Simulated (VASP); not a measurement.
## CoSi2: single point with PBEsol

Crystal: CoSi2.

```
Co Si
1.0
     0.00000    2.72276    2.72276
     2.72276    0.00000    2.72276
     2.72276    2.72276    0.00000
Co Si
1 2
Cartesian
  -0.0657 0.0000 0.0000
  1.4303 1.3614 1.3614
  4.1530 4.0841 4.0841
```

This cell differs from its parent crystal: atoms displaced along a vibrational mode, the cell strained.

```
Program                : VASP 6.6.1
Task                   : single point
Functional             : PBEsol
Potentials or basis    : VASP PAW PBE potentials, release 64 (Co, Si)
Cutoff                 : 520 eV
k mesh                 : 14 × 14 × 14
Occupations            : gaussian, width 0.15 eV
Spin                   : no spin polarisation
Dipole correction      : no
Further INCAR settings : ALGO = Normal; EDIFF = 1e-07; NBANDS = 16
```

| Property | Result |
| --- | --- |
| Pressure | -10.8 GPa |
| Largest force | 1.250 eV/Å |
| Band gap on the k mesh | zero (an odd number of electrons rules out a gap without spin polarisation) |

Forces on the atoms (eV/Å):
```
Co   1.250  0.000  0.000
Si  -0.625  0.000  0.000
Si  -0.625  0.000  0.000
```

Stress tensor (GPa, compression positive):
```
-11.17   0.00   0.00
  0.00 -10.67   0.00
  0.00   0.00 -10.67
```

Levels at points of the mesh, in eV from the Fermi level:
| k point | band 6 | band 7 | band 8 | band 9 | band 10 | band 11 | band 12 | band 13 |
| --- | --- | --- | --- | --- | --- | --- | --- | --- |
| (0.00, 0.00, 0.00) | -1.78 | 0.28 | 2.97 | 2.97 | 3.27 | 3.44 | 3.62 | 3.62 |
| (0.50, 0.00, 0.00) | -1.60 | -1.54 | -0.41 | -0.36 | 2.34 | 3.26 | 3.41 | 3.90 |
| (0.50, 0.50, 0.00) | -1.91 | -1.84 | -1.77 | -1.25 | 1.35 | 2.83 | 8.45 | 9.10 |
| (0.00, 0.50, 0.50) | -1.81 | -1.81 | -1.76 | -1.27 | 1.34 | 2.82 | 8.57 | 9.06 |

It took 4.7 min on 1 thread of Intel Xeon 8259CL (shared host), peak memory 0.29 GiB.

Caveat: the cell differs from its parent crystal (atoms displaced along a vibrational mode, the cell strained); the cell stands under tension; the PAW data sets were made with another functional, which shifts forces and pressure a little; the run has no spin polarisation, though such a crystal can be magnetic. Spin polarisation is off, so any magnetic state and its effect on volume and gap are missing.
